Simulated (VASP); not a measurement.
The system is La2AgSb4Au.

```
CELL_PARAMETERS angstrom
4.37115 -4.37115 0.00000
4.37115 4.37115 0.00000
0.00000 0.00000 10.98562
ATOMIC_POSITIONS crystal
La 0.75000 0.25000 0.26299
La 0.25000 0.75000 0.26299
La 0.25000 0.25000 0.73701
La 0.75000 0.75000 0.73701
Au 0.00000 0.00000 0.00000
Au 0.00000 0.50000 0.00000
Ag 0.50000 0.50000 0.00000
Ag 0.50000 0.00000 0.00000
Sb 0.75000 0.25000 0.83331
Sb 0.25000 0.75000 0.83331
Sb 0.25000 0.25000 0.16669
Sb 0.75000 0.75000 0.16669
Sb 0.00000 0.00000 0.50000
Sb 0.50000 0.50000 0.50000
Sb 0.00000 0.50000 0.50000
Sb 0.50000 0.00000 0.50000
```

| Property | Result |
| --- | --- |
| Program | VASP 6.6.1 |
| Task | relaxation of cell and atoms |
| Functional | LDA |
| Potentials or basis | VASP PAW LDA potentials, release 64 (La, Au, Ag, Sb) |
| Cutoff | 600 eV |
| k mesh | 6 × 6 × 4 |
| Occupations | methfessel-paxton, width 0.1 eV |
| Spin | no spin polarisation |

At the start: pressure -3.6 GPa; volume 26.24 Å³/atom.

Question: Where does the relaxation end?

Answer: Over 11 steps the energy falls by 23.8 meV/atom and the volume is 24.83 Å³/atom (-5.4 %); space group Pccm (No. 49, to 0.1 Å) before and after.

Step by step:
| step | energy change (eV) | largest force (eV/Å) | pressure (GPa) | volume (Å³) |
| --- | --- | --- | --- | --- |
| 1 | 0.0000 | 0.3293 | -3.64 | 419.80 |
| 2 | -0.1111 | 0.4420 | 3.71 | 384.60 |
| 3 | -0.2622 | 0.3120 | 0.21 | 399.15 |
| 4 | -0.3144 | 0.2764 | 0.15 | 398.60 |
| 5 | -0.3630 | 0.1894 | 0.10 | 397.14 |
| 6 | -0.3774 | 0.0666 | -0.19 | 398.22 |
| 7 | -0.3786 | 0.0224 | -0.30 | 398.62 |
| 8 | -0.3765 | 0.0426 | 0.47 | 395.11 |
| 9 | -0.3801 | 0.0119 | 0.01 | 397.23 |
| 10 | -0.3801 | 0.0119 | 0.00 | 397.25 |
| 11 | -0.3802 | 0.0061 | -0.01 | 397.25 |

Final structure:
```cif
data_structure
_symmetry_space_group_name_H-M 'P 1'
_symmetry_Int_Tables_number 1
_cell_length_a 6.1590
_cell_length_b 6.1641
_cell_length_c 10.4637
_cell_angle_alpha 90.000
_cell_angle_beta 90.000
_cell_angle_gamma 90.000
_cell_volume 397.25
loop_
_atom_site_label
_atom_site_type_symbol
_atom_site_fract_x
_atom_site_fract_y
_atom_site_fract_z
_atom_site_occupancy
La1 La 0.75267 0.25000 0.25525 1
La2 La 0.24733 0.75000 0.25525 1
La3 La 0.24733 0.25000 0.74475 1
La4 La 0.75267 0.75000 0.74475 1
Au1 Au 0.00000 0.00000 0.00000 1
Au2 Au 0.00000 0.50000 0.00000 1
Ag1 Ag 0.50000 0.50000 0.00000 1
Ag2 Ag 0.50000 0.00000 0.00000 1
Sb1 Sb 0.74936 0.25000 0.82940 1
Sb2 Sb 0.25064 0.75000 0.82940 1
Sb3 Sb 0.25064 0.25000 0.17060 1
Sb4 Sb 0.74936 0.75000 0.17060 1
Sb5 Sb 0.00000 0.00000 0.50000 1
Sb6 Sb 0.50000 0.50000 0.50000 1
Sb7 Sb 0.00000 0.50000 0.50000 1
Sb8 Sb 0.50000 0.00000 0.50000 1
```
